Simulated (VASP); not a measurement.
Write the native input for VASP 6.6.1 that does the following.

| Item | Value |
| --- | --- |
| Task | single point |
| Functional | PBEsol |
| Potentials or basis | VASP PAW PBE potentials, release 64 (Ag) |
| Cutoff | 520 eV |
| k mesh | 18 × 18 × 18 |
| Occupations | gaussian, width 0.1 eV |
| Spin | no spin polarisation |
| Dipole correction | no |
| Further INCAR settings | ALGO = Normal; EDIFF = 1e-06; NBANDS = 12 |

The structure of Ag lies in POSCAR:

```
Ag
1.0
    0.0000000000      2.0020440149      2.0020440149
    2.0020440149      0.0000000000      2.0020440149
    2.0020440149      2.0020440149      0.0000000000
Ag
1
Direct
    0.0000000000      0.0000000000      0.0000000000
```

These files were run (other wordings do the same):

INCAR

```
PREC = Accurate
ENCUT = 520
EDIFF = 1E-6
ISMEAR = 0
SIGMA = 0.1
LREAL = False
LASPH = True
NELM = 80
ALGO = Normal
ISIF = 2
LWAVE = False
LCHARG = False
GGA = PS
NBANDS = 12
```

KPOINTS

```
Automatic mesh
0
Gamma
  18 18 18
```

Potentials or basis: VASP PAW PBE potentials, release 64 (Ag).

Run with:

```console
$ cat potpaw_PBE.64/Ag/POTCAR > POTCAR
$ mpirun -np 1 vasp_std > vasp.out
```

Results of the run:

```
Pressure : 4.7 GPa
```

Caveat: the PAW data sets were made with another functional, which shifts forces and pressure a little.

Wall time 11 s on 1 thread of Intel(R) Xeon(R) 6975P-C (Granite Rapids) (shared host), peak memory 0.16 GiB.
